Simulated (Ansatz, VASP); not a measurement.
**One calculation of LiBr, two programs**

The input INCAR:

```
SYSTEM = LiBr
PREC = Accurate ; ENCUT = 650
EDIFF = 1E-7 ; ISMEAR = -1
SIGMA = 0.02 ; LREAL = .False.
LASPH = .True. ; NELM = 120
ALGO = Normal ; ISIF = 2
LWAVE = .False. ; LCHARG = .False.
GGA = PE ; IBRION = 2
NSW = 80 ; EDIFFG = -0.02
GGA_COMPAT = .False. ; NELMIN = 4
```

KPOINTS

```
regular mesh
0
Gamma
  9 9 9
  0 0 0
```

The input POSCAR:

```
LiBr
1.0
    0.0000000000      2.7506500000      2.7506500000
    2.7506500000      0.0000000000      2.7506500000
    2.7506500000      2.7506500000      0.0000000000
Li Br
1 1
Direct
    0.0000000000      0.0000000000      0.0000000000
    0.5000000000      0.5000000000      0.5000000000
```

Input for Ansatz:

```yaml
crystal:
  lattice:
    - [0.0, 2.75065, 2.75065]
    - [2.75065, 0.0, 2.75065]
    - [2.75065, 2.75065, 0.0]
  atoms:
    - { symbol: Li, position: [0.0, 0.0, 0.0] }
    - { symbol: Br, position: [0.5, 0.5, 0.5] }
kpoints:
  mp_grid: { grid: [9, 9, 9] }
scf:
  occupations: { method: fermi_dirac, width: 0.02 }
hamiltonian:
  xc: pbe
  pseudopotentials: { kind: paw }
output:
  forces: true
  stress: true
  populations: true
  efg:
    quadrupole_moments_barn: { Li: -0.0401, Br: 0.2579 }
    contact_densities: true
  write_density: true
  write_potential: true
  elf: true
  volumetric_format: npy
relax:
  f_tol: 0.02
  max_steps: 60
```

Alike in both runs: task relaxation of the atoms; functional PBE; k mesh 9 × 9 × 9; occupations fermi-dirac, width 0.02 eV; no spin polarisation.

|  | VASP | Ansatz |
| --- | --- | --- |
| version | VASP 6.6.1 | Ansatz 0.2.0 |
| potentials or method | VASP PAW PBE potentials, release 64 (Li_sv, Br) | plane-wave PAW, scalar-relativistic |
| plane-wave cutoff (eV) | 650 | 420 |
| valence electrons in the cell | 10 | 10 |

Ansatz gave:

| Item | Value |
| --- | --- |
| gap on the k mesh at the Fermi level, each at its own relaxed structure (eV) | 4.94 |

**Question.** Estimate VASP's values.

**Answer.** gap on the k mesh at the Fermi level, each at its own relaxed structure (eV): 4.95.

Ansatz's warnings: stress scf threshold loose.

Noted on VASP's run: the relaxation stopped at its first step, so nothing moved.
